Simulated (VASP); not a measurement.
# MgO (Fm-3m) in VASP: further runs

The runs below take MgO through single point, with RPBE+D4, LDA.

Everything below comes from runs of VASP 6.6.1. Logs are shortened: lines on timing, memory, paths and dates and some standing lists are left out, and cuts for length are marked.

## Step 1: The cell of the first run

It takes space group Fm-3m (No. 225, cubic). The conventional cell has a = 4.194 Å, b = 4.194 Å, c = 4.194 Å, α = 90.00°, β = 90.00°, γ = 90.00°. Within 2.8 Å of Mg (site symmetry m-3m) lie 6 O at 2.10 Å. Within 2.8 Å of O (site symmetry m-3m) lie 6 Mg at 2.10 Å.

## Step 2: Single point, RPBE+D4

Input file INCAR:

```
PREC = Accurate ; ENCUT = 520
EDIFF = 1E-6 ; ISMEAR = 0
SIGMA = 0.1 ; LREAL = False
LASPH = True ; NELM = 60
ALGO = Normal ; ISIF = 2
LWAVE = False ; LCHARG = False
GGA = RP ; IVDW = 13
NBANDS = 11
```

Input file KPOINTS:

```
regular mesh
0
Gamma
  11 11 11
```

Input file POSCAR:

```
MgO
1.0
    0.0000000000      2.0970013927      2.0970013927
    2.0970013927      0.0000000000      2.0970013927
    2.0970013927      2.0970013927      0.0000000000
Mg O
1 1
Direct
    0.0000000000      0.0000000000      0.0000000000
    0.5000000000      0.5000000000      0.5000000000
```

Potentials or basis: VASP PAW PBE potentials, release 64 (Mg, O).

Run with:

```bash
cat potpaw_PBE.64/Mg/POTCAR potpaw_PBE.64/O/POTCAR > POTCAR
mpirun -np 1 vasp_std > vasp.out
```

OUTCAR:

```text
PREC = Accurate
   ENCUT = 520
   EDIFF = 1E-6
   ISMEAR = 0
   LREAL = False
   LASPH = True
   NELM = 60
   ISIF = 2
   GGA = RP
   IVDW = 13

 ion  position               nearest neighbor table
   1  0.000  0.000  0.000-   2 2.10   2 2.10   2 2.10   2 2.10   2 2.10   2 2.10
   2  0.500  0.500  0.500-   1 2.10   1 2.10   1 2.10   1 2.10   1 2.10   1 2.10

  LATTYP: Found a face centered cubic cell.
 ALAT       =     4.1940027854

  Lattice vectors:

 A1 = (   0.0000000000,   2.0970013927,   2.0970013927)
 A2 = (   2.0970013927,   0.0000000000,   2.0970013927)
 A3 = (   2.0970013927,   2.0970013927,   0.0000000000)

Analysis of symmetry for initial positions (statically):
=====================================================================
 Subroutine PRICEL returns:
 Original cell was already a primitive cell.

 Routine SETGRP: Setting up the symmetry group for a
 face centered cubic supercell.

 Subroutine GETGRP returns: Found 48 space group operations
 (whereof 48 operations were pure point group operations)
 out of a pool of 48 trial point group operations.

The static configuration has the point symmetry O_h .

Analysis of symmetry for dynamics (positions and initial velocities):
=====================================================================
 Subroutine PRICEL returns:
 Original cell was already a primitive cell.

 Routine SETGRP: Setting up the symmetry group for a
 face centered cubic supercell.

 Subroutine GETGRP returns: Found 48 space group operations
 (whereof 48 operations were pure point group operations)
 out of a pool of 48 trial point group operations.

The dynamic configuration has the point symmetry O_h .

 Subroutine INISYM returns: Found 48 space group operations
 (whereof 48 operations are pure point group operations),
 and found     1 'primitive' translations

----------------------------------------------------------------------------------------

                                     Primitive cell

  volume of cell :      18.4428

  direct lattice vectors                    reciprocal lattice vectors
     0.000000000  2.097001393  2.097001393    -0.238435702  0.238435702  0.238435702
     2.097001393  0.000000000  2.097001393     0.238435702 -0.238435702  0.238435702
     2.097001393  2.097001393  0.000000000     0.238435702  0.238435702 -0.238435702

  length of vectors
     2.965607810  2.965607810  2.965607810     0.412982751  0.412982751  0.412982751

  position of ions in fractional coordinates (direct lattice)
     0.000000000  0.000000000  0.000000000
     0.500000000  0.500000000  0.500000000

  ion indices of the primitive-cell ions
   primitive index   ion index
                 1           1
                 2           2

----------------------------------------------------------------------------------------

 KPOINTS: regular mesh

Automatic generation of k-mesh.
 Grid dimensions read from file:
 generate k-points for:   11   11   11

 Generating k-lattice:

  Cartesian coordinates                     Fractional coordinates (reciprocal lattice)
    -0.021675973  0.021675973  0.021675973     0.090909091  0.000000000  0.000000000
     0.021675973 -0.021675973  0.021675973     0.000000000  0.090909091  0.000000000
     0.021675973  0.021675973 -0.021675973     0.000000000  0.000000000  0.090909091

  Length of vectors
     0.037543886  0.037543886  0.037543886

  Shift w.r.t. Gamma in fractional coordinates (k-lattice)
     0.000000000  0.000000000  0.000000000

 Subroutine IBZKPT returns following result:
 ===========================================

 Found     56 irreducible k-points:

 Following reciprocal coordinates:
            Coordinates               Weight
  0.000000  0.000000  0.000000      1.000000
  0.090909  0.000000  0.000000      8.000000
  0.181818  0.000000  0.000000      8.000000
  0.272727  0.000000  0.000000      8.000000
  0.363636  0.000000  0.000000      8.000000
  0.454545  0.000000  0.000000      8.000000
[... 16 lines left out ...]
 -0.272727  0.181818  0.000000     24.000000
 -0.181818  0.181818  0.000000     12.000000
 [... further k-points ...]
   k-points           NKPTS =     56   k-points in BZ     NKDIM =     56   number of bands    NBANDS=     11
   number of dos      NEDOS =    301   number of ions     NIONS =      2
   total plane-waves  NPLWV =  13824
   dimension x,y,z NGX =    24 NGY =   24 NGZ =   24
   dimension x,y,z NGXF=    48 NGYF=   48 NGZF=   48
   ions per type =               1   1
   NGX,Y,Z   is equivalent  to a cutoff of  13.45, 13.45, 13.45 a.u.
   NGXF,Y,Z  is equivalent  to a cutoff of  26.91, 26.91, 26.91 a.u.
 SYSTEM =  unknown system
   PREC   = accura    normal or accurate (medium, high low for compatibility)
   ISTART =      0    job   : 0-new  1-cont  2-samecut
   ICHARG =      2    charge: 1-file 2-atom 10-const
   ISPIN  =      1    spin polarized calculation?
   LNONCOLLINEAR =      F non collinear calculations
   LSORBIT =      F    spin-orbit coupling
   LASPH  =      T    aspherical Exc in radial PAW
   ENCUT  =  520.0 eV  38.22 Ry    6.18 a.u.   5.51  5.51  5.51*2*pi/ulx,y,z
   NELM   =     60;   NELMIN=  2; NELMDL= -5     # of ELM steps
   EDIFF  = 0.1E-05   stopping-criterion for ELM
   LREAL  =      F    real-space projection
   EDIFFG = 0.1E-04   stopping-criterion for IOM
   NSW    =      0    number of steps for IOM
   IBRION =     -1    ionic relax: 0-MD 1-quasi-New 2-CG
   NFREE  =      0    steps in history (QN), initial steepest desc. (CG)
   ISIF   =      2    stress and relaxation
   ISYM   =      2    0-nonsym 1-usesym 2-fastsym
   POTIM  = 0.5000    time-step for ionic-motion
   TEBEG  =    0.0;   TEEND  =   0.0 temperature during run
   PSTRESS=    0.0 pullay stress
   NELECT =       8.0000    total number of electrons
   NUPDOWN=      -1.0000    fix difference up-down
   EMIN   =  10.00;   EMAX   =-10.00  energy-range for DOS
   EFERMI =   0.00;   METHOD = LEGACY
   ISMEAR =     0;   SIGMA  =   0.10  broadening in eV -4-tet -1-fermi 0-gaus
   EFERMI_NEDOS =   21; number of points for ismear=-14 and -15
   IALGO  =     38    algorithm
   IMIX   =      4    mixing-type and parameters
     AMIX     =   0.40;   BMIX     =  1.00
     AMIX_MAG =   1.60;   BMIX_MAG =  1.00
  volume/ion in A,a.u.               =       9.22        62.23
  Fermi-wavevector in a.u.,A,eV,Ry     =   1.239261  2.341864 20.895389  1.535768
  Thomas-Fermi vector in A             =   2.373752
   LORBIT       =      0    0 simple, 1 ext, 2 COOP (PROOUT), +10 PAW based schemes
   GGA     = RP    functional components
   LHFCALC =     F    Hartree Fock is set to
   AEXX    =    0.0000 exact exchange contribution
   IVDW    =    13    specifies the selected vdW correction
   LEPSILON=     F    determine dielectric tensor
   LRPA    =     F    only Hartree local field effects (RPA)
 non-spin polarized calculation
 Gauss-broadening in eV      SIGMA  =   0.10
  energy-cutoff  :      520.00
  volume of cell :       18.44
 maximum number of plane-waves:       531
 NGX is ok and might be reduce to    24
   NGX = 11   NGY = 11   NGZ = 11

 number of electron       8.0000004 magnetization

 Free energy of the ion-electron system (eV)
  ---------------------------------------------------
  ext. energy  EPLUGINS =         0.00000000
  ---------------------------------------------------
  free energy    TOTEN  =       -11.20199352 eV

  energy without entropy =      -11.20199352  energy(sigma->0) =      -11.20199352

 E-fermi :   3.9219     XC(G=0): -10.9125

 val. band max:        3.4432257774   @ k =   0.0000   0.0000   0.0000
 cond. band min:       8.3981036689   @ k =   0.0000   0.0000   0.0000
 fundamental gap:      4.9548778915
 Fermi energy:         3.9219036186

 k-point     1 :       0.0000    0.0000    0.0000
  band No.  band energies     occupation
      1     -13.9614      2.00000
      2       3.4432      2.00000
      3       3.4432      2.00000
      4       3.4432      2.00000
      5       8.3981      0.00000
      6      19.4463      0.00000
      7      19.4463      0.00000
      8      19.4463      0.00000
      9      23.3507      0.00000
     10      25.1876      0.00000
     11      25.1876      0.00000

 k-point     2 :       0.0909    0.0000    0.0000
  band No.  band energies     occupation
      1     -13.8730      2.00000
      2       2.8980      2.00000
      3       3.3861      2.00000
      4       3.3861      2.00000
      5       8.9252      0.00000
      6      18.3441      0.00000
      7      19.6520      0.00000
      8      19.6520      0.00000
      9      24.5867      0.00000
     10      24.5867      0.00000
     11      24.8338      0.00000

 k-point     3 :       0.1818    0.0000    0.0000
  band No.  band energies     occupation
      1     -13.6260      2.00000
      2       1.7297      2.00000
      3       3.2372      2.00000
      4       3.2372      2.00000
      5       9.9993      0.00000
      6      16.8947      0.00000
      7      20.1135      0.00000
      8      20.1135      0.00000
      9      23.8788      0.00000
     10      23.8788      0.00000
     11      26.1275      0.00000
[... 267 lines left out ...]
 k-point    23 :      -0.2727    0.1818    0.0000
  band No.  band energies     occupation
      1     -12.8634      2.00000
      2      -0.0680      2.00000
      3       1.8833      2.00000
      4       2.8744      2.00000
      5      12.5570      0.00000
      6      15.5379      0.00000
      7      18.4187      0.00000
      8      21.1460      0.00000
      9      23.2720      0.00000
     10      25.1369      0.00000
     11      28.5940      0.00000

 k-point    24 :      -0.1818    0.1818    0.0000
  band No.  band energies     occupation
      1     -13.1730      2.00000
      2       0.5850      2.00000
      3       2.3244      2.00000
      4       3.0635      2.00000
      5      11.7054      0.00000
      6      15.6715      0.00000
      7      19.2228      0.00000
      8      21.6809      0.00000
      9      21.7519      0.00000
     10      25.0187      0.00000
     11      28.4110      0.00000

 [... further k-points ...]

------------------------ aborting loop because EDIFF is reached ----------------------------------------

  DFT-D4 for vdW energy calculation

  Edisp (eV):   -0.73271

  FORCE on cell =-STRESS in cart. coord.  units (eV):
  Direction    XX          YY          ZZ          XY          YZ          ZX
  --------------------------------------------------------------------------------------
  -------------------------------------------------------------------------------------
  Total       0.38368     0.38368     0.38368    -0.00000    -0.00000     0.00000
  in kB      33.33106    33.33106    33.33106    -0.00000    -0.00000     0.00000
  external pressure =       33.33 kB  Pullay stress =        0.00 kB

 VOLUME and BASIS-vectors are now :
 -----------------------------------------------------------------------------
  energy-cutoff  :      520.00
  volume of cell :       18.44
      direct lattice vectors                 reciprocal lattice vectors
     0.000000000  2.097001393  2.097001393    -0.238435702  0.238435702  0.238435702
     2.097001393  0.000000000  2.097001393     0.238435702 -0.238435702  0.238435702
     2.097001393  2.097001393  0.000000000     0.238435702  0.238435702 -0.238435702

 POSITION                                       TOTAL-FORCE (eV/Angst)
 -----------------------------------------------------------------------------------
      0.00000      0.00000      0.00000         0.000000      0.000000     -0.000000
      2.09700      2.09700      2.09700        -0.000000     -0.000000      0.000000
 -----------------------------------------------------------------------------------
    total drift:                               -0.000000     -0.000000      0.000000

  FREE ENERGIE OF THE ION-ELECTRON SYSTEM (eV)
  ---------------------------------------------------
  free  energy   TOTEN  =       -11.9347006681 eV

  energy  without entropy=      -11.9347006681  energy(sigma->0) =      -11.93470067
```

Run time: 8.3 s. Hardware: 1 thread of Intel Xeon Platinum 8488C (Sapphire Rapids), shared host; peak memory 0.14 GiB.

What came out:

```
Free energy                : -11.9347 eV
Pressure                   : 3.3 GPa
Band gap on the k mesh     : 4.95 eV, direct
Dispersion energy per atom : -0.366 eV
```

Levels at points of the mesh, in eV from the valence-band top:
```
           k point  band 1  band 2  band 3  band 4  band 5  band 6  band 7  band 8
(0.00, 0.00, 0.00)  -17.40    0.00    0.00    0.00    4.95   16.00   16.00   16.00
```

Caveat: the PAW data sets were made with another functional, which shifts forces and pressure a little.

## Step 3: Single point, LDA

This run uses another cell than the first one, of 9.04 Å³/atom, 0.980 times its volume.

Input file INCAR:

```
SYSTEM = MgO
PREC = Accurate
ENCUT = 520
EDIFF = 1E-6
ISMEAR = -5
SIGMA = 0.05
LREAL = .False.
LASPH = .True.
NELM = 60
ALGO = Normal
ISIF = 2
LWAVE = .False.
LCHARG = .True.
GGA = CA
LELF = .True.
LVHAR = .True.
NBANDS = 11
```

Input file KPOINTS:

```
Automatic mesh
0
Gamma
  11 11 11
  0 0 0
```

Input file POSCAR:

```
MgO
1.0
    0.0000000000      2.0829271338      2.0829271338
    2.0829271338      0.0000000000      2.0829271338
    2.0829271338      2.0829271338      0.0000000000
Mg O
1 1
Direct
    0.0000000000      0.0000000000      0.0000000000
    0.5000000000      0.5000000000      0.5000000000
```

Potentials or basis: VASP PAW LDA potentials, release 64 (Mg, O).

Run with:

```bash
cat potpaw_LDA.64/Mg/POTCAR potpaw_LDA.64/O/POTCAR > POTCAR
mpirun -np 1 vasp_std > vasp.out
```

Wall time 6.2 s (1 thread of Intel Xeon Platinum 8488C (Sapphire Rapids), shared host); peak memory 0.13 GiB.

The run converged. Its results:

```yaml
Free_energy: -13.4438 eV
Pressure: -2.5 GPa
Band_gap_on_the_k_mesh: 4.99 eV, direct
```

Levels at points of the mesh, in eV from the valence-band top:
```tsv
k point	band 2	band 3	band 4	band 5	band 6	band 7
(0.00, 0.00, 0.00)	0.00	0.00	0.00	4.99	15.71	15.71
```

## Step 4: Single point, LDA

This run uses another cell than the first one, of 9.41 Å³/atom, 1.020 times its volume.

Input file INCAR:

```
SYSTEM = MgO
PREC = Accurate ; ENCUT = 520
EDIFF = 1E-7 ; ISMEAR = -5
SIGMA = 0.05 ; LREAL = .FALSE.
LASPH = .TRUE. ; NELM = 100
ALGO = Normal ; ISIF = 2
LWAVE = .FALSE. ; LCHARG = .FALSE.
GGA = CA ; NBANDS = 11
```

Input file KPOINTS:

```
Automatic mesh
0
G
  11 11 11
  0 0 0
```

Input file POSCAR:

```
MgO
1.0
    0.0000000000      2.1108892239      2.1108892239
    2.1108892239      0.0000000000      2.1108892239
    2.1108892239      2.1108892239      0.0000000000
Mg O
1 1
Direct
    0.0000000000      0.0000000000      0.0000000000
    0.5000000000      0.5000000000      0.5000000000
```

Run with:

```bash
cat potpaw_LDA.64/Mg/POTCAR potpaw_LDA.64/O/POTCAR > POTCAR
mpirun -np 1 vasp_std > vasp.out
```

Run time: 5.6 s. Hardware: 1 thread of Intel Xeon Platinum 8488C (Sapphire Rapids), shared host; peak memory 0.13 GiB.

Results (log left out):

```
Free energy            : -13.4183 eV
Pressure               : -8.7 GPa
Band gap on the k mesh : 4.59 eV, direct
```

Levels at points of the mesh, in eV from the valence-band top:
```
           k point  band 1  band 2  band 3  band 4  band 5  band 6  band 7  band 8  band 9
(0.00, 0.00, 0.00)  -16.97    0.00    0.00    0.00    4.59   15.49   15.49   15.49   19.49
```

LDA gaps usually lie below the measured ones, often by a third to a half.

## Step 5: The runs side by side

```tsv
level	potentials or basis	cell	smearing	gap on the mesh (eV)	pressure (GPa)
RPBE+D4	VASP PAW PBE potentials, release 64 (Mg, O)	a = 2.966 Å, angles 60.0°, 2 atoms	gaussian 0.1 eV	4.95	3.3
LDA	VASP PAW LDA potentials, release 64 (Mg, O)	a = 2.946 Å, angles 60.0°, 2 atoms	tetrahedron	4.99	-2.5
LDA	VASP PAW LDA potentials, release 64 (Mg, O)	a = 2.985 Å, angles 60.0°, 2 atoms	tetrahedron	4.59	-8.7
```

Alike in all rows: task single point; no spin polarisation; k mesh 11 × 11 × 11; cutoff (eV) 520.

Caveats: the PAW data sets were made with another functional, which shifts forces and pressure a little (some runs).

Absolute energies hang on the potentials; compare differences alone.
